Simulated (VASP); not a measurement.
# CdS (e600) (P6_3mc) in VASP: notebook

Runs on CdS (e600). Level: PBEsol. Tasks: single point.

All numbers are computed with VASP 6.6.1; they aren't measurements. Logs are shortened: lines on timing, memory, paths and dates and some standing lists are left out, and cuts for length are marked.

### Step 1. The cell of the first run

Symmetry: P6_3mc, No. 186, hexagonal system. Conventional cell: a = 4.084 Å, b = 4.084 Å, c = 6.641 Å, α = 90.00°, β = 90.00°, γ = 120.00°. Cd (site symmetry 3m) has 4 S at 2.50 Å within 3.3 Å. S (site symmetry 3m) has 4 Cd at 2.50 Å within 3.3 Å.

### Step 2. Single point, PBEsol (strained cell)

INCAR reads:

```
PREC     = Accurate       # precision mode
ENCUT    = 500            # plane-wave cutoff, eV
EDIFF    = 1E-6           # SCF threshold, eV
ISMEAR   = 0              # smearing method
SIGMA    = 0.02           # smearing width, eV
LREAL    = False          # projectors in reciprocal space
LASPH    = True           # aspherical terms in the spheres
NELM     = 120            # most SCF steps
ALGO     = Normal         # electronic algorithm
ISIF     = 2              # what is computed and relaxed
LWAVE    = False          # write WAVECAR
LCHARG   = False          # write CHGCAR
GGA      = PS             # functional
NBANDS   = 26             # bands
GGA_COMPAT= False
```

KPOINTS reads:

```
Automatic mesh
0
Gamma
  6 6 4
```

POSCAR reads:

```
CdS
1.0
    4.0837903320      0.0000000000      0.0000000000
   -2.0418951660      3.5366661713      0.0000000000
    0.0000000000      0.0000000000      6.6410264451
Cd S
2 2
Direct
    0.3333333333      0.6666666667      0.0001902215
    0.6666666667      0.3333333333      0.5001902215
    0.3333333333      0.6666666667      0.3768097785
    0.6666666667      0.3333333333      0.8768097785
```

Potentials or basis: VASP PAW PBE potentials, release 64 (Cd, S).

On the command line:

```bash
$ cat potpaw_PBE.64/Cd/POTCAR potpaw_PBE.64/S/POTCAR > POTCAR
$ mpirun -np 1 vasp_std > vasp.out
```

OUTCAR:

```text
PREC = Accurate
   ENCUT = 500
   EDIFF = 1E-6
   ISMEAR = 0
   LREAL = False
   LASPH = True
   NELM = 120
   ISIF = 2
   GGA = PS

 ion  position               nearest neighbor table
   1  0.333  0.667  0.000-   4 2.50   4 2.50   4 2.50   3 2.50
   2  0.667  0.333  0.500-   3 2.50   3 2.50   3 2.50   4 2.50
   3  0.333  0.667  0.377-   2 2.50   2 2.50   2 2.50   1 2.50
   4  0.667  0.333  0.877-   1 2.50   1 2.50   1 2.50   2 2.50

  LATTYP: Found a hexagonal cell.
 ALAT       =     4.0837903320
 C/A-ratio  =     1.6261918231

  Lattice vectors:

 A1 = (   4.0837903320,   0.0000000000,   0.0000000000)
 A2 = (  -2.0418951660,   3.5366661713,   0.0000000000)
 A3 = (   0.0000000000,   0.0000000000,   6.6410264451)

Analysis of symmetry for initial positions (statically):
=====================================================================
 Subroutine PRICEL returns:
 Original cell was already a primitive cell.

 Routine SETGRP: Setting up the symmetry group for a
 hexagonal supercell.

 Subroutine GETGRP returns: Found 12 space group operations
 (whereof  6 operations were pure point group operations)
 out of a pool of 24 trial point group operations.

The static configuration has the point symmetry C_3v.
 The point group associated with its full space group is C_6v.

Analysis of symmetry for dynamics (positions and initial velocities):
=====================================================================
 Subroutine PRICEL returns:
 Original cell was already a primitive cell.

 Routine SETGRP: Setting up the symmetry group for a
 hexagonal supercell.

 Subroutine GETGRP returns: Found 12 space group operations
 (whereof  6 operations were pure point group operations)
 out of a pool of 24 trial point group operations.

The dynamic configuration has the point symmetry C_3v.
 The point group associated with its full space group is C_6v.

 Subroutine INISYM returns: Found 12 space group operations
 (whereof  6 operations are pure point group operations),
 and found     1 'primitive' translations

----------------------------------------------------------------------------------------

                                     Primitive cell

  volume of cell :      95.9164

  direct lattice vectors                    reciprocal lattice vectors
     4.083790332  0.000000000  0.000000000     0.244870554  0.141376080  0.000000000
    -2.041895166  3.536666171  0.000000000     0.000000000  0.282752160  0.000000000
     0.000000000  0.000000000  6.641026445     0.000000000  0.000000000  0.150579132

  length of vectors
     4.083790332  4.083790332  6.641026445     0.282752160  0.282752160  0.150579132

  position of ions in fractional coordinates (direct lattice)
     0.333333333  0.666666667  0.000190221
     0.666666667  0.333333333  0.500190221
     0.333333333  0.666666667  0.376809778
     0.666666667  0.333333333  0.876809778

  ion indices of the primitive-cell ions
   primitive index   ion index
                 1           1
                 2           2
                 3           3
                 4           4

----------------------------------------------------------------------------------------

 KPOINTS: Automatic mesh

Automatic generation of k-mesh.
 Grid dimensions read from file:
 generate k-points for:    6    6    4

 Generating k-lattice:

  Cartesian coordinates                     Fractional coordinates (reciprocal lattice)
     0.040811759  0.023562680  0.000000000     0.166666667 -0.000000000  0.000000000
     0.000000000  0.047125360  0.000000000     0.000000000  0.166666667  0.000000000
     0.000000000  0.000000000  0.037644783     0.000000000  0.000000000  0.250000000

  Length of vectors
     0.047125360  0.047125360  0.037644783

  Shift w.r.t. Gamma in fractional coordinates (k-lattice)
     0.000000000  0.000000000  0.000000000

 Subroutine IBZKPT returns following result:
 ===========================================

 Found     21 irreducible k-points:

 Following reciprocal coordinates:
            Coordinates               Weight
  0.000000  0.000000  0.000000      1.000000
  0.166667  0.000000  0.000000      6.000000
  0.333333  0.000000  0.000000      6.000000
  0.500000  0.000000  0.000000      3.000000
  0.166667  0.166667  0.000000      6.000000
  0.333333  0.166667  0.000000     12.000000
[... 13 lines left out ...]
  0.333333  0.166667  0.500000     12.000000
  0.333333  0.333333  0.500000      2.000000
   k-points           NKPTS =     21   k-points in BZ     NKDIM =     21   number of bands    NBANDS=     26
   number of dos      NEDOS =    301   number of ions     NIONS =      4
   total plane-waves  NPLWV =  43200
   dimension x,y,z NGX =    30 NGY =   30 NGZ =   48
   dimension x,y,z NGXF=    60 NGYF=   60 NGZF=   96
   ions per type =               2   2
   NGX,Y,Z   is equivalent  to a cutoff of  12.21, 12.21, 12.02 a.u.
   NGXF,Y,Z  is equivalent  to a cutoff of  24.43, 24.43, 24.03 a.u.
 SYSTEM =  unknown system
   PREC   = accura    normal or accurate (medium, high low for compatibility)
   ISTART =      0    job   : 0-new  1-cont  2-samecut
   ICHARG =      2    charge: 1-file 2-atom 10-const
   ISPIN  =      1    spin polarized calculation?
   LNONCOLLINEAR =      F non collinear calculations
   LSORBIT =      F    spin-orbit coupling
   LASPH  =      T    aspherical Exc in radial PAW
   ENCUT  =  500.0 eV  36.75 Ry    6.06 a.u.   7.45  7.45 12.11*2*pi/ulx,y,z
   NELM   =    120;   NELMIN=  2; NELMDL= -5     # of ELM steps
   EDIFF  = 0.1E-05   stopping-criterion for ELM
   LREAL  =      F    real-space projection
   EDIFFG = 0.1E-04   stopping-criterion for IOM
   NSW    =      0    number of steps for IOM
   IBRION =     -1    ionic relax: 0-MD 1-quasi-New 2-CG
   NFREE  =      0    steps in history (QN), initial steepest desc. (CG)
   ISIF   =      2    stress and relaxation
   ISYM   =      2    0-nonsym 1-usesym 2-fastsym
   POTIM  = 0.5000    time-step for ionic-motion
   TEBEG  =    0.0;   TEEND  =   0.0 temperature during run
   PSTRESS=    0.0 pullay stress
   NELECT =      36.0000    total number of electrons
   NUPDOWN=      -1.0000    fix difference up-down
   EMIN   =  10.00;   EMAX   =-10.00  energy-range for DOS
   EFERMI =   0.00;   METHOD = LEGACY
   ISMEAR =     0;   SIGMA  =   0.02  broadening in eV -4-tet -1-fermi 0-gaus
   EFERMI_NEDOS =   21; number of points for ismear=-14 and -15
   IALGO  =     38    algorithm
   IMIX   =      4    mixing-type and parameters
     AMIX     =   0.40;   BMIX     =  1.00
     AMIX_MAG =   1.60;   BMIX_MAG =  1.00
  volume/ion in A,a.u.               =      23.98       161.82
  Fermi-wavevector in a.u.,A,eV,Ry     =   1.180895  2.231569 18.973514  1.394514
  Thomas-Fermi vector in A             =   2.317179
   LORBIT       =      0    0 simple, 1 ext, 2 COOP (PROOUT), +10 PAW based schemes
   GGA     = PS    functional components
   LHFCALC =     F    Hartree Fock is set to
   AEXX    =    0.0000 exact exchange contribution
   IVDW    =     0    specifies the selected vdW correction
   LEPSILON=     F    determine dielectric tensor
   LRPA    =     F    only Hartree local field effects (RPA)
 non-spin polarized calculation
 Gauss-broadening in eV      SIGMA  =   0.02
  energy-cutoff  :      500.00
  volume of cell :       95.92
 maximum number of plane-waves:      2479
 NGX is ok and might be reduce to    30
   NGX = 15   NGY = 15   NGZ = 25

 number of electron      36.0000008 magnetization

 Free energy of the ion-electron system (eV)
  ---------------------------------------------------
  ext. energy  EPLUGINS =         0.00000000
  ---------------------------------------------------
  free energy    TOTEN  =       -13.60428742 eV

  energy without entropy =      -13.60428742  energy(sigma->0) =      -13.60428742

 E-fermi :   1.5922     XC(G=0):  -9.5307

 val. band max:        1.5100470521   @ k =   0.0000   0.0000   0.0000
 cond. band min:       2.6735217813   @ k =   0.0000   0.0000   0.0000
 fundamental gap:      1.1634747292
 Fermi energy:         1.5921643844

 k-point     1 :       0.0000    0.0000    0.0000
  band No.  band energies     occupation
      1     -11.0960      2.00000
      2     -10.6160      2.00000
      3      -6.3324      2.00000
      4      -6.3247      2.00000
      5      -6.3247      2.00000
      6      -6.2316      2.00000
[... 18 lines left out ...]
     25       9.0318      0.00000
     26       9.2108      0.00000

 k-point     2 :       0.1667    0.0000    0.0000
  band No.  band energies     occupation
      1     -10.9908      2.00000
      2     -10.5709      2.00000
      3      -6.2988      2.00000
      4      -6.2828      2.00000
      5      -6.2521      2.00000
      6      -6.1798      2.00000
[... 18 lines left out ...]
     25       8.9989      0.00000
     26       9.6402      0.00000

 k-point     3 :       0.3333    0.0000    0.0000
  band No.  band energies     occupation
      1     -10.7629      2.00000
      2     -10.4955      2.00000
      3      -6.2399      2.00000
      4      -6.2190      2.00000
      5      -6.0907      2.00000
      6      -6.0477      2.00000
[... 18 lines left out ...]
     25       9.7355      0.00000
     26      10.3943      0.00000

 k-point     4 :       0.5000    0.0000    0.0000
  band No.  band energies     occupation
      1     -10.6281      2.00000
      2     -10.4780      2.00000
      3      -6.2247      2.00000
      4      -6.1997      2.00000
      5      -5.9970      2.00000
      6      -5.9891      2.00000
[... 18 lines left out ...]
     25       9.8127      0.00000
     26      11.7278      0.00000
[... 409 lines left out ...]
      1     -10.6574      2.00000
      2     -10.6574      2.00000
      3      -6.1883      2.00000
      4      -6.1883      2.00000
      5      -6.1586      2.00000
      6      -6.1586      2.00000
[... 18 lines left out ...]
     25       9.4517      0.00000
     26       9.4517      0.00000

 k-point    20 :       0.3333    0.1667    0.5000
  band No.  band energies     occupation
      1     -10.5418      2.00000
      2     -10.5418      2.00000
      3      -6.1614      2.00000
      4      -6.1614      2.00000
      5      -6.1012      2.00000
      6      -6.1012      2.00000
[... 18 lines left out ...]
     25       9.9427      0.00000
     26       9.9427      0.00000

 k-point    21 :       0.3333    0.3333    0.5000
  band No.  band energies     occupation
      1     -10.5047      2.00000
      2     -10.5047      2.00000
      3      -6.1238      2.00000
      4      -6.1238      2.00000
      5      -6.1031      2.00000
      6      -6.1031      2.00000
[... 18 lines left out ...]
     25      10.7415      0.00000
     26      10.7415      0.00000

------------------------ aborting loop because EDIFF is reached ----------------------------------------

  FORCE on cell =-STRESS in cart. coord.  units (eV):
  Direction    XX          YY          ZZ          XY          YZ          ZX
  --------------------------------------------------------------------------------------
  -------------------------------------------------------------------------------------
  Total        1.4365784      1.4365784      1.4532476      0.0000000      0.0000000      0.0000000
  in kB       23.9964611     23.9964611     24.2749022      0.0000000      0.0000000      0.0000000
  external PRESSURE =      24.0892748 kB  Pullay stress =       0.0000000 kB

 VOLUME and BASIS-vectors are now :
 -----------------------------------------------------------------------------
  energy-cutoff  :      500.00
  volume of cell :       95.92
      direct lattice vectors                 reciprocal lattice vectors
     4.083790332  0.000000000  0.000000000     0.244870554  0.141376080  0.000000000
    -2.041895166  3.536666171  0.000000000     0.000000000  0.282752160  0.000000000
     0.000000000  0.000000000  6.641026445     0.000000000  0.000000000  0.150579132

 POSITION                                       TOTAL-FORCE (eV/Angst)
 -----------------------------------------------------------------------------------
     -0.00000      2.35778      0.00126         0.000000     -0.000000      0.002562
      2.04190      1.17889      3.32178        -0.000000      0.000000      0.002562
     -0.00000      2.35778      2.50240        -0.000000      0.000000     -0.002562
      2.04190      1.17889      5.82292         0.000000      0.000000     -0.002562
 -----------------------------------------------------------------------------------
    total drift:                               -0.000000      0.000000      0.000065

  FREE ENERGIE OF THE ION-ELECTRON SYSTEM (eV)
  ---------------------------------------------------
  free  energy   TOTEN  =       -13.6042874195 eV

  energy  without entropy=      -13.6042874195  energy(sigma->0) =      -13.60428742
```

Wall time 68 s (1 thread of Intel Xeon 8259CL, shared host); peak memory 0.21 GiB.

Results:

```yaml
Free_energy: -13.6043 eV
Pressure: 2.4 GPa
Band_gap_on_the_k_mesh: 1.16 eV, direct
```

Forces in eV/Å, atoms in the order of the input:
```
Cd   0.000  0.000  0.003
Cd   0.000  0.000  0.003
S    0.000  0.000 -0.003
S    0.000  0.000 -0.003
```

Caveat: the cell differs from its parent crystal (strained cell); the PAW data sets were made with another functional, which shifts forces and pressure a little.

### Step 3. Single point, PBEsol

INCAR reads:

```
ALGO = Normal ; EDIFF = 1E-6
ENCUT = 500 ; GGA = PS
GGA_COMPAT = False ; ISIF = 2
ISMEAR = 0 ; LASPH = True
LCHARG = True ; LELF = True
LREAL = False ; LVHAR = True
LWAVE = False ; NBANDS = 26
NELM = 120 ; PREC = Accurate
SIGMA = 0.01
```

KPOINTS reads:

```
k-points
0
Gamma
  6 6 4
```

POSCAR is that of step 2.

Potentials or basis: VASP PAW PBE potentials, release 64 (Cd, S).

On the command line:

```bash
$ cat potpaw_PBE.64/Cd/POTCAR potpaw_PBE.64/S/POTCAR > POTCAR
$ mpirun -np 1 vasp_std > vasp.out
```

It took 72 s on 1 thread of Intel Xeon 8259CL, shared host; peak memory 0.21 GiB.

The run converged. Its results:

| Quantity | Value |
| --- | --- |
| Free energy | -13.6043 eV |
| Pressure | 2.4 GPa |
| Band gap on the k mesh | 1.16 eV, direct |

Forces in eV/Å, atoms in the order of the input:
```
Cd   0.000  0.000  0.003
Cd   0.000  0.000  0.003
S    0.000  0.000 -0.003
S    0.000  0.000 -0.003
```

Levels at points of the mesh, in eV from the valence-band top:
| k point | band 16 | band 17 | band 18 | band 19 | band 20 | band 21 |
| --- | --- | --- | --- | --- | --- | --- |
| (0.00, 0.00, 0.00) | -0.05 | 0.00 | 0.00 | 1.16 | 2.71 | 6.37 |
| (0.50, 0.00, 0.00) | -2.04 | -1.43 | -0.83 | 3.70 | 3.75 | 4.96 |
| (0.00, 0.00, 0.50) | -0.43 | -0.43 | -0.43 | 2.82 | 2.82 | 6.11 |
| (0.50, 0.00, 0.50) | -1.47 | -1.44 | -1.44 | 3.37 | 3.37 | 5.28 |

Caveat: the PAW data sets were made with another functional, which shifts forces and pressure a little.
